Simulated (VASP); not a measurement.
# Na4Cu in VASP: a series of runs

Runs on Na4Cu. Level: PBE. Tasks: single point.

All numbers are computed with VASP 6.6.1; they aren't measurements. Logs are shortened: lines on timing, memory, paths and dates and some standing lists are left out, and cuts for length are marked.

### 1 The cell of the first run

The typed cell holds 5 atoms: a = 6.327 Å, b = 6.327 Å, c = 5.411 Å, α = 90.00°, β = 90.00°, γ = 120.00°.

### 2 Single point, PBE

INCAR

```
PREC = Accurate ; ENCUT = 520
EDIFF = 1E-6 ; ISMEAR = 0
SIGMA = 0.1 ; LREAL = F
LASPH = T ; NELM = 100
ALGO = Normal ; ISIF = 2
LWAVE = F ; LCHARG = T
GGA = PE ; LELF = T
LVHAR = T ; NBANDS = 28
```

KPOINTS

```
Automatic mesh
0
Gamma
  6 6 4
```

POSCAR

```
Na4Cu
1.0
    6.3274617145     -0.0000000039      0.0000000000
   -3.1637308539      5.4797425882      0.0000000000
    0.0000000000      0.0000000000      5.4107129944
Na Cu
4 1
Direct
    0.0000000000      0.0000000000      0.2029791922
    0.5000000000      0.0000000000      0.7030752114
    0.0000000000      0.5000000000      0.7030752114
    0.5000000000      0.5000000000      0.7030752114
    0.0000000000      0.0000000000      0.7029914237
```

Potentials or basis: VASP PAW PBE potentials, release 64 (Na_pv, Cu).

Run with:

```console
cat potpaw_PBE.64/Na_pv/POTCAR potpaw_PBE.64/Cu/POTCAR > POTCAR
mpirun -np 1 vasp_std > vasp.out
```

OUTCAR:

```text
PREC = Accurate
   ENCUT = 520
   EDIFF = 1E-6
   ISMEAR = 0
   LREAL = F
   LASPH = T
   NELM = 100
   ISIF = 2
   GGA = PE

 ion  position               nearest neighbor table
   1  0.000  0.000  0.203-   5 2.71   5 2.71
   2  0.500  0.000  0.703-
   3  0.000  0.500  0.703-
   4  0.500  0.500  0.703-
   5  0.000  0.000  0.703-   1 2.71   1 2.71

  LATTYP: Found a hexagonal cell.
 ALAT       =     6.3274617145
 C/A-ratio  =     0.8551158804

  Lattice vectors:

 A1 = (   6.3274617145,  -0.0000000039,   0.0000000000)
 A2 = (  -3.1637308539,   5.4797425882,   0.0000000000)
 A3 = (   0.0000000000,   0.0000000000,   5.4107129944)

Analysis of symmetry for initial positions (statically):
=====================================================================
 Subroutine PRICEL returns:
 Original cell was already a primitive cell.

 Routine SETGRP: Setting up the symmetry group for a
 hexagonal supercell.

 Subroutine GETGRP returns: Found 12 space group operations
 (whereof 12 operations were pure point group operations)
 out of a pool of 24 trial point group operations.

The static configuration has the point symmetry C_6v.

Analysis of symmetry for dynamics (positions and initial velocities):
=====================================================================
 Subroutine PRICEL returns:
 Original cell was already a primitive cell.

 Routine SETGRP: Setting up the symmetry group for a
 hexagonal supercell.

 Subroutine GETGRP returns: Found 12 space group operations
 (whereof 12 operations were pure point group operations)
 out of a pool of 24 trial point group operations.

The dynamic configuration has the point symmetry C_6v.

 Subroutine INISYM returns: Found 12 space group operations
 (whereof 12 operations are pure point group operations),
 and found     1 'primitive' translations

----------------------------------------------------------------------------------------

                                     Primitive cell

  volume of cell :     187.6049

  direct lattice vectors                    reciprocal lattice vectors
     6.327461715 -0.000000004  0.000000000     0.158041257  0.091245162  0.000000000
    -3.163730854  5.479742588  0.000000000     0.000000000  0.182490324  0.000000000
     0.000000000  0.000000000  5.410712994     0.000000000  0.000000000  0.184818526

  length of vectors
     6.327461715  6.327461715  5.410712994     0.182490324  0.182490324  0.184818526

  position of ions in fractional coordinates (direct lattice)
     0.000000000  0.000000000  0.202979192
     0.500000000  1.000000000  0.703075211
     0.000000000  0.500000000  0.703075211
     0.500000000  0.500000000  0.703075211
     0.000000000  0.000000000  0.702991424

  ion indices of the primitive-cell ions
   primitive index   ion index
                 1           1
                 2           2
                 3           3
                 4           4
                 5           5

----------------------------------------------------------------------------------------

 KPOINTS: Automatic mesh

Automatic generation of k-mesh.
 Grid dimensions read from file:
 generate k-points for:    6    6    4

 Generating k-lattice:

  Cartesian coordinates                     Fractional coordinates (reciprocal lattice)
     0.026340209  0.015207527  0.000000000     0.166666667  0.000000000  0.000000000
     0.000000000  0.030415054  0.000000000    -0.000000000  0.166666667  0.000000000
     0.000000000  0.000000000  0.046204631     0.000000000  0.000000000  0.250000000

  Length of vectors
     0.030415054  0.030415054  0.046204631

  Shift w.r.t. Gamma in fractional coordinates (k-lattice)
     0.000000000  0.000000000  0.000000000

 Subroutine IBZKPT returns following result:
 ===========================================

 Found     21 irreducible k-points:

 Following reciprocal coordinates:
            Coordinates               Weight
  0.000000  0.000000  0.000000      1.000000
  0.166667 -0.000000  0.000000      6.000000
  0.333333  0.000000  0.000000      6.000000
  0.500000 -0.000000  0.000000      3.000000
  0.166667  0.166667  0.000000      6.000000
  0.333333  0.166667  0.000000     12.000000
[... 13 lines left out ...]
  0.333333  0.166667  0.500000     12.000000
  0.333333  0.333333  0.500000      2.000000
   k-points           NKPTS =     21   k-points in BZ     NKDIM =     21   number of bands    NBANDS=     28
   number of dos      NEDOS =    301   number of ions     NIONS =      5
   total plane-waves  NPLWV =  92160
   dimension x,y,z NGX =    48 NGY =   48 NGZ =   40
   dimension x,y,z NGXF=    96 NGYF=   96 NGZF=   80
   ions per type =               4   1
   NGX,Y,Z   is equivalent  to a cutoff of  12.61, 12.61, 12.29 a.u.
   NGXF,Y,Z  is equivalent  to a cutoff of  25.22, 25.22, 24.58 a.u.
 SYSTEM =  unknown system
   PREC   = accura    normal or accurate (medium, high low for compatibility)
   ISTART =      0    job   : 0-new  1-cont  2-samecut
   ICHARG =      2    charge: 1-file 2-atom 10-const
   ISPIN  =      1    spin polarized calculation?
   LNONCOLLINEAR =      F non collinear calculations
   LSORBIT =      F    spin-orbit coupling
   LASPH  =      T    aspherical Exc in radial PAW
   ENCUT  =  520.0 eV  38.22 Ry    6.18 a.u.  11.76 11.76 10.06*2*pi/ulx,y,z
   NELM   =    100;   NELMIN=  2; NELMDL= -5     # of ELM steps
   EDIFF  = 0.1E-05   stopping-criterion for ELM
   LREAL  =      F    real-space projection
   EDIFFG = 0.1E-04   stopping-criterion for IOM
   NSW    =      0    number of steps for IOM
   IBRION =     -1    ionic relax: 0-MD 1-quasi-New 2-CG
   NFREE  =      0    steps in history (QN), initial steepest desc. (CG)
   ISIF   =      2    stress and relaxation
   ISYM   =      2    0-nonsym 1-usesym 2-fastsym
   POTIM  = 0.5000    time-step for ionic-motion
   TEBEG  =    0.0;   TEEND  =   0.0 temperature during run
   PSTRESS=    0.0 pullay stress
   NELECT =      39.0000    total number of electrons
   NUPDOWN=      -1.0000    fix difference up-down
   EMIN   =  10.00;   EMAX   =-10.00  energy-range for DOS
   EFERMI =   0.00;   METHOD = LEGACY
   ISMEAR =     0;   SIGMA  =   0.10  broadening in eV -4-tet -1-fermi 0-gaus
   EFERMI_NEDOS =   21; number of points for ismear=-14 and -15
   IALGO  =     38    algorithm
   IMIX   =      4    mixing-type and parameters
     AMIX     =   0.40;   BMIX     =  1.00
     AMIX_MAG =   1.60;   BMIX_MAG =  1.00
  volume/ion in A,a.u.               =      37.52       253.20
  Fermi-wavevector in a.u.,A,eV,Ry     =   0.969799  1.832654 12.796411  0.940510
  Thomas-Fermi vector in A             =   2.099881
   LORBIT       =      0    0 simple, 1 ext, 2 COOP (PROOUT), +10 PAW based schemes
   GGA     = PE    functional components
   LHFCALC =     F    Hartree Fock is set to
   AEXX    =    0.0000 exact exchange contribution
   IVDW    =     0    specifies the selected vdW correction
   LEPSILON=     F    determine dielectric tensor
   LRPA    =     F    only Hartree local field effects (RPA)
 non-spin polarized calculation
 Gauss-broadening in eV      SIGMA  =   0.10
  energy-cutoff  :      520.00
  volume of cell :      187.60
 maximum number of plane-waves:      5100
 NGX is ok and might be reduce to    48
   NGX = 23   NGY = 23   NGZ = 21

 number of electron      39.0000038 magnetization

 Free energy of the ion-electron system (eV)
  ---------------------------------------------------
  ext. energy  EPLUGINS =         0.00000000
  ---------------------------------------------------
  free energy    TOTEN  =        -7.42704781 eV

  energy without entropy =       -7.42331094  energy(sigma->0) =       -7.42517937

 E-fermi :   0.1246     XC(G=0):  -6.4056

 val. band max:       -0.0207736525   @ k =   0.1667   0.1667   0.5000
 cond. band min:       0.1330192189   @ k =   0.3333   0.3333   0.5000
 fundamental gap:      0.1537928714
 Fermi energy:         0.1245970179

 k-point     1 :       0.0000    0.0000    0.0000
  band No.  band energies     occupation
      1     -24.8758      2.00000
      2     -24.7851      2.00000
      3     -24.7851      2.00000
      4     -24.7636      2.00000
      5     -24.7479      2.00000
      6     -24.7479      2.00000
[... 20 lines left out ...]
     27       5.7066      0.00000
     28       6.6906      0.00000

 k-point     2 :       0.1667   -0.0000    0.0000
  band No.  band energies     occupation
      1     -24.8694      2.00000
      2     -24.7875      2.00000
      3     -24.7819      2.00000
      4     -24.7626      2.00000
      5     -24.7488      2.00000
      6     -24.7479      2.00000
[... 20 lines left out ...]
     27       5.0176      0.00000
     28       6.0399      0.00000

 k-point     3 :       0.3333    0.0000    0.0000
  band No.  band energies     occupation
      1     -24.8536      2.00000
      2     -24.7953      2.00000
      3     -24.7747      2.00000
      4     -24.7602      2.00000
      5     -24.7512      2.00000
      6     -24.7479      2.00000
[... 20 lines left out ...]
     27       4.7208      0.00000
     28       5.5395      0.00000

 k-point     4 :       0.5000   -0.0000    0.0000
  band No.  band energies     occupation
      1     -24.8423      2.00000
      2     -24.8026      2.00000
      3     -24.7704      2.00000
      4     -24.7583      2.00000
      5     -24.7531      2.00000
      6     -24.7479      2.00000
[... 485 lines left out ...]
     27       4.4915      0.00000
     28       5.4415      0.00000

 k-point    20 :       0.3333    0.1667    0.5000
  band No.  band energies     occupation
      1     -24.8411      2.00000
      2     -24.8055      2.00000
      3     -24.7691      2.00000
      4     -24.7586      2.00000
      5     -24.7533      2.00000
      6     -24.7481      2.00000
[... 20 lines left out ...]
     27       5.7610      0.00000
     28       6.3116      0.00000

 k-point    21 :       0.3333    0.3333    0.5000
  band No.  band energies     occupation
      1     -24.8232      2.00000
      2     -24.8231      2.00000
      3     -24.7656      2.00000
      4     -24.7559      2.00000
      5     -24.7559      2.00000
      6     -24.7481      2.00000
[... 20 lines left out ...]
     27       5.5979      0.00000
     28       5.5980      0.00000

------------------------ aborting loop because EDIFF is reached ----------------------------------------

  FORCE on cell =-STRESS in cart. coord.  units (eV):
  Direction    XX          YY          ZZ          XY          YZ          ZX
  --------------------------------------------------------------------------------------
  -------------------------------------------------------------------------------------
  Total        0.4671741      0.4671741      0.0394005     -0.0000000     -0.0000000      0.0000000
  in kB        3.9897450      3.9897450      0.3364865     -0.0000000     -0.0000000      0.0000000
  external PRESSURE =       2.7719922 kB  Pullay stress =       0.0000000 kB

 VOLUME and BASIS-vectors are now :
 -----------------------------------------------------------------------------
  energy-cutoff  :      520.00
  volume of cell :      187.60
      direct lattice vectors                 reciprocal lattice vectors
     6.327461715 -0.000000004  0.000000000     0.158041257  0.091245162  0.000000000
    -3.163730854  5.479742588  0.000000000     0.000000000  0.182490324  0.000000000
     0.000000000  0.000000000  5.410712994     0.000000000  0.000000000  0.184818526

 POSITION                                       TOTAL-FORCE (eV/Angst)
 -----------------------------------------------------------------------------------
      0.00000      0.00000      1.09826        -0.000000      0.000000      0.000275
      3.16373     -0.00000      3.80414         0.000000     -0.000000     -0.000544
     -1.58187      2.73987      3.80414         0.000000     -0.000000     -0.000544
      1.58187      2.73987      3.80414        -0.000000      0.000000     -0.000544
      0.00000      0.00000      3.80368        -0.000000     -0.000000      0.001357
 -----------------------------------------------------------------------------------
    total drift:                               -0.000000     -0.000000      0.002488

  FREE ENERGIE OF THE ION-ELECTRON SYSTEM (eV)
  ---------------------------------------------------
  free  energy   TOTEN  =        -7.4270478086 eV

  energy  without entropy=       -7.4233109408  energy(sigma->0) =       -7.42517937
```

It took 53 s on 1 thread of AMD EPYC 9R45 (Zen 5), shared host; peak memory 0.3 GiB.

What came out:

* Free energy: -7.4270 eV
* Pressure: 0.3 GPa

Stress tensor (GPa, compression positive):
```
0.40 0.00 0.00
0.00 0.40 0.00
0.00 0.00 0.03
```

Levels at points of the mesh, in eV from the Fermi level:
```
           k point  band 16  band 17  band 18  band 19  band 20  band 21  band 22  band 23
(0.00, 0.00, 0.00)    -2.16    -2.15    -2.15     0.68     1.09     1.09     1.53     1.89
(0.50, 0.00, 0.00)    -2.16    -2.14    -2.12    -1.62     0.45     0.62     2.17     3.52
(0.00, 0.00, 0.50)    -2.17    -2.14    -2.14    -1.10     1.46     1.59     1.59     2.43
(0.50, 0.00, 0.50)    -2.17    -2.13    -2.12    -0.91    -0.20     0.61     1.07     1.36
```

### 3 Single point, PBE

This run uses another cell than the first one, of 38.71 Å³/atom, 1.032 times its volume.

INCAR

```
SYSTEM = Na4Cu
PREC     = Accurate       ! precision mode
ENCUT    = 520            ! plane-wave cutoff, eV
EDIFF    = 1E-6           ! SCF threshold, eV
ISMEAR   = 0              ! smearing method
SIGMA    = 0.1            ! smearing width, eV
LREAL    = .FALSE.        ! projectors in reciprocal space
LASPH    = .TRUE.         ! aspherical terms in the spheres
NELM     = 60             ! most SCF steps
ALGO     = Fast           ! electronic algorithm
ISIF     = 2              ! what is computed and relaxed
LWAVE    = .FALSE.        ! write WAVECAR
LCHARG   = .FALSE.        ! write CHGCAR
GGA      = PE             ! functional
NBANDS   = 28             ! bands
```

KPOINTS

```
regular mesh
0
G
  6 6 8
  0 0 0
```

POSCAR

```
Na4Cu
1.0
    6.4074421921      0.0000000000      0.0000000000
   -3.2037210961      5.5490077116      0.0000000000
    0.0000000000      0.0000000000      5.4434876271
Na Cu
4 1
Direct
    0.0000000000      0.0000000000      0.0000000000
    0.5000000000      0.0000000000      0.5000000000
    0.0000000000      0.5000000000      0.5000000000
    0.5000000000      0.5000000000      0.5000000000
    0.0000000000      0.0000000000      0.5000000000
```

Potentials or basis: VASP PAW PBE potentials, release 64 (Na_pv, Cu).

Run with:

```console
cat potpaw_PBE.64/Na_pv/POTCAR potpaw_PBE.64/Cu/POTCAR > POTCAR
mpirun -np 1 vasp_std > vasp.out
```

OUTCAR:

```text
SYSTEM = Na4Cu
   PREC = Accurate
   ENCUT = 520
   EDIFF = 1E-6
   ISMEAR = 0
   LREAL = .FALSE.
   LASPH = .TRUE.
   NELM = 60
   ISIF = 2
   GGA = PE

 ion  position               nearest neighbor table
   1  0.000  0.000  0.000-   5 2.72   5 2.72
   2  0.500  0.000  0.500-
   3  0.000  0.500  0.500-
   4  0.500  0.500  0.500-
   5  0.000  0.000  0.500-   1 2.72   1 2.72

  LATTYP: Found a hexagonal cell.
 ALAT       =     6.4074421921
 C/A-ratio  =     0.8495570407

  Lattice vectors:

 A1 = (   6.4074421921,   0.0000000000,   0.0000000000)
 A2 = (  -3.2037210961,   5.5490077116,   0.0000000000)
 A3 = (   0.0000000000,   0.0000000000,   5.4434876271)

Analysis of symmetry for initial positions (statically):
=====================================================================
 Subroutine PRICEL returns:
 Original cell was already a primitive cell.

 Routine SETGRP: Setting up the symmetry group for a
[... 168 lines left out ...]
 Free energy of the ion-electron system (eV)
  ---------------------------------------------------
  ext. energy  EPLUGINS =         0.00000000
  ---------------------------------------------------
  free energy    TOTEN  =        -7.42735402 eV

  energy without entropy =       -7.41739568  energy(sigma->0) =       -7.42237485

 E-fermi :   0.0453     XC(G=0):  -6.3217

 val. band max:        0.0324473684   @ k =   0.3333   0.1667   0.3750
 cond. band min:       0.0547668383   @ k =   0.3333   0.3333   0.5000
 fundamental gap:      0.0223194699
 Fermi energy:         0.0453090998

 k-point     1 :       0.0000    0.0000    0.0000
  band No.  band energies     occupation
      1     -24.9825      2.00000
      2     -24.9005      2.00000
      3     -24.9005      2.00000
      4     -24.8815      2.00000
      5     -24.8678      2.00000
      6     -24.8678      2.00000
[... 733 lines left out ...]
     27       5.0074      0.00000
     28       5.9928      0.00000

 [... further k-points ...]
[... 5 lines left out ...]
  --------------------------------------------------------------------------------------
  -------------------------------------------------------------------------------------
  Total        0.0877810      0.0877810      0.0510048     -0.0000000     -0.0000000     -0.0000000
  in kB        0.7266642      0.7266642      0.4222257     -0.0000000     -0.0000000     -0.0000000
  external PRESSURE =       0.6251847 kB  Pullay stress =       0.0000000 kB

 VOLUME and BASIS-vectors are now :
 -----------------------------------------------------------------------------
  energy-cutoff  :      520.00
  volume of cell :      193.54
      direct lattice vectors                 reciprocal lattice vectors
     6.407442192  0.000000000  0.000000000     0.156068517  0.090106200  0.000000000
    -3.203721096  5.549007712  0.000000000     0.000000000  0.180212400  0.000000000
     0.000000000  0.000000000  5.443487627     0.000000000  0.000000000  0.183705754

 POSITION                                       TOTAL-FORCE (eV/Angst)
 -----------------------------------------------------------------------------------
      0.00000      0.00000      0.00000         0.000000      0.000000      0.000000
      3.20372      0.00000      2.72174         0.000000      0.000000      0.000000
     -1.60186      2.77450      2.72174        -0.000000      0.000000      0.000000
      1.60186      2.77450      2.72174         0.000000      0.000000      0.000000
      0.00000      0.00000      2.72174         0.000000      0.000000      0.000000
 -----------------------------------------------------------------------------------
    total drift:                                0.000000     -0.000000     -0.000000

  FREE ENERGIE OF THE ION-ELECTRON SYSTEM (eV)
  ---------------------------------------------------
  free  energy   TOTEN  =        -7.4273540224 eV

  energy  without entropy=       -7.4173956764  energy(sigma->0) =       -7.42237485
```

OSZICAR:

```text
N       E                     dE             d eps       ncg     rms          rms(c)
DAV:   1     0.321724478704E+03    0.32172E+03   -0.18891E+04  1960   0.136E+03
DAV:   2     0.113013867555E+02   -0.31042E+03   -0.30295E+03  1968   0.370E+02
DAV:   3    -0.726453897222E+01   -0.18566E+02   -0.18420E+02  2280   0.123E+02
DAV:   4    -0.772926028891E+01   -0.46472E+00   -0.46414E+00  2276   0.210E+01
DAV:   5    -0.774915663930E+01   -0.19896E-01   -0.19895E-01  2672   0.441E+00    0.381E+00
RMM:   6    -0.757729119512E+01    0.17187E+00   -0.22808E+00  2125   0.124E+01    0.156E+00
RMM:   7    -0.745727697204E+01    0.12001E+00   -0.49821E-01  2120   0.664E+00    0.922E-01
RMM:   8    -0.742612416795E+01    0.31153E-01   -0.99880E-02  2061   0.206E+00    0.133E-01
RMM:   9    -0.742706062976E+01   -0.93646E-03   -0.15099E-02  2601   0.805E-01    0.149E-01
RMM:  10    -0.742723549577E+01   -0.17487E-03   -0.59374E-03  2627   0.733E-01    0.456E-02
RMM:  11    -0.742731454555E+01   -0.79050E-04   -0.12710E-03  2669   0.247E-01    0.374E-02
RMM:  12    -0.742733805613E+01   -0.23511E-04   -0.47235E-04  2416   0.207E-01    0.216E-02
RMM:  13    -0.742734984690E+01   -0.11791E-04   -0.19925E-04  2210   0.751E-02    0.571E-03
RMM:  14    -0.742735312604E+01   -0.32791E-05   -0.40263E-05  2167   0.393E-02    0.122E-03
RMM:  15    -0.742735402236E+01   -0.89632E-06   -0.68142E-06  1702   0.171E-02
   1 F= -.74273540E+01 E0= -.74223748E+01  d E =-.995835E-02
```

It took 2 min on 1 thread of AMD EPYC 9R45 (Zen 5), shared host; peak memory 0.34 GiB.

What came out:

```yaml
Free_energy: -7.4274 eV
Pressure: 0.1 GPa
```

Levels at points of the mesh, in eV from the Fermi level:
| k point | band 17 | band 18 | band 19 | band 20 | band 21 | band 22 |
| --- | --- | --- | --- | --- | --- | --- |
| (0.00, 0.00, 0.00) | -2.12 | -2.12 | 0.63 | 1.06 | 1.06 | 1.54 |
| (0.50, 0.00, 0.00) | -2.11 | -2.09 | -1.61 | 0.43 | 0.57 | 2.16 |
| (0.00, 0.00, 0.50) | -2.11 | -2.11 | -1.06 | 1.37 | 1.56 | 1.56 |
| (0.50, 0.00, 0.50) | -2.10 | -2.09 | -0.91 | -0.19 | 0.61 | 1.04 |
